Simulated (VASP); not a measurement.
Here is a VASP 6.6.1 calculation.

File INCAR:

```
SYSTEM = ZrB2W3
PREC     = Accurate       ! precision mode
ENCUT    = 520            ! plane-wave cutoff, eV
EDIFF    = 1E-6           ! SCF threshold, eV
ISMEAR   = 0              ! smearing method
SIGMA    = 0.1            ! smearing width, eV
LREAL    = .FALSE.        ! projectors in reciprocal space
LASPH    = .TRUE.         ! aspherical terms in the spheres
NELM     = 150            ! most SCF steps
ALGO     = Normal         ! electronic algorithm
ISIF     = 2              ! what is computed and relaxed
LWAVE    = .FALSE.        ! write WAVECAR
LCHARG   = .FALSE.        ! write CHGCAR
ISPIN    = 2              ! spin polarisation
MAGMOM   = 1 0 0 0 0 0    ! initial moments
LORBIT   = 11             ! projections on sites
LMAXMIX  = 4              ! l up to which the mixer works
GGA      = PE             ! functional
NBANDS   = 43             ! bands
```

Contents of KPOINTS:

```
Automatic mesh
0
G
  6 6 6
  0 0 0
```

Contents of POSCAR:

```
ZrB2W3
1.0
    5.4013051848      0.0000000000      0.0000000000
   -2.7006525924      4.6776675037      0.0000000000
    0.0000000000      0.0000000000      3.3910003853
Zr B W
1 2 3
Direct
    0.0000000000      0.0000000000      0.5000000000
    0.3333333333      0.6666666667      0.5000000000
    0.6666666667      0.3333333333      0.5000000000
    0.0000000000      0.5000000000      0.0000000000
    0.5000000000      0.0000000000      0.0000000000
    0.5000000000      0.5000000000      0.0000000000
```

Potentials or basis: VASP PAW PBE potentials, release 64 (Zr_sv, B, W_sv).

Run with:

```console
$ cat potpaw_PBE.64/Zr_sv/POTCAR potpaw_PBE.64/B/POTCAR potpaw_PBE.64/W_sv/POTCAR > POTCAR
$ mpirun -np 1 vasp_std > vasp.out
```

Problem. What does it give for the band gap on the k mesh?

Solution. Zero (filled and empty bands overlap).

Problem. Predict the pressure.

Solution. 0.4 GPa.

Problem. Estimate the net moment.

Solution. 0.00 μB per cell.

Stress tensor (GPa, compression positive):
```
0.41 0.00 0.00
0.00 0.41 0.00
0.00 0.00 0.33
```

Caveat: spin-orbit coupling is left out, which moves the levels of the heavy elements.
